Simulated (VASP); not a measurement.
A run of VASP 6.6.1 is set up as follows.

Contents of INCAR:

```
PREC     = Accurate       # precision mode
ENCUT    = 520            # plane-wave cutoff, eV
EDIFF    = 1E-7           # SCF threshold, eV
ISMEAR   = -1             # smearing method
SIGMA    = 0.02           # smearing width, eV
LREAL    = False          # projectors in reciprocal space
LASPH    = True           # aspherical terms in the spheres
NELM     = 60             # most SCF steps
ALGO     = Normal         # electronic algorithm
ISIF     = 2              # what is computed and relaxed
LWAVE    = False          # write WAVECAR
LCHARG   = False          # write CHGCAR
GGA      = PE             # functional
NBANDS   = 17             # bands
```

KPOINTS

```
regular mesh
0
Gamma
  6 6 6
```

POSCAR

```
SnTe
1.0
    0.0000000000      3.2053449693      3.2053449693
    3.2053449693      0.0000000000      3.2053449693
    3.2053449693      3.2053449693      0.0000000000
Sn Te
1 1
Direct
    0.0000000000      0.0000000000      0.0000000000
    0.5000000000      0.5000000000      0.5000000000
```

Potentials or basis: VASP PAW PBE potentials, release 64 (Sn_d, Te).

Command:

```console
$ cat potpaw_PBE.64/Sn_d/POTCAR potpaw_PBE.64/Te/POTCAR > POTCAR
$ mpirun -np 1 vasp_std > vasp.out
```

What does it give for the band gap on the k mesh?

0.05 eV.

Estimate the pressure.

0.0 GPa.

Caveat: semilocal functionals underestimate gaps, and a narrow one can read as zero; spin-orbit coupling is left out, which moves the levels of the heavy elements. A k mesh can miss the band edges.
